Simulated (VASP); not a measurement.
A run of VASP 6.6.1 is set up as follows.

Contents of INCAR:

```
SYSTEM = Ta2N
ALGO     = Normal         ! electronic algorithm
EDIFF    = 1E-6           ! SCF threshold, eV
ENCUT    = 520            ! plane-wave cutoff, eV
ISIF     = 2              ! what is computed and relaxed
ISMEAR   = 0              ! smearing method
LASPH    = .TRUE.         ! aspherical terms in the spheres
LCHARG   = .FALSE.        ! write CHGCAR
LREAL    = .FALSE.        ! projectors in reciprocal space
LWAVE    = .FALSE.        ! write WAVECAR
NBANDS   = 20             ! bands
NELM     = 80             ! most SCF steps
PREC     = Accurate       ! precision mode
SIGMA    = 0.1            ! smearing width, eV
```

File KPOINTS:

```
k-points
0
G
  15 15 10
  0 0 0
```

The input POSCAR:

```
Ta2N
1.0
    3.0618406011      0.0000000000      0.0000000000
   -1.5309203006      2.6516317429      0.0000000000
    0.0000000000      0.0000000000      4.7871626750
Ta N
2 1
Direct
    0.6666666667      0.3333333333      0.7466885012
    0.3333333333      0.6666666667      0.2533114988
    0.0000000000      0.0000000000      0.0000000000
```

Potentials or basis: VASP PAW LDA potentials, release 64 (Ta_pv, N).

The run is started by

```console
$ cat potpaw_LDA.64/Ta_pv/POTCAR potpaw_LDA.64/N/POTCAR > POTCAR
$ mpirun -np 1 vasp_std > vasp.out
```

**Question.** Predict the pressure.

**Answer.** 1.6 GPa.

**Question.** Estimate the largest force.

**Answer.** 0.050 eV/Å.

Stress tensor (GPa, compression positive):
```
1.63 0.00 0.00
0.00 1.63 0.00
0.00 0.00 1.49
```
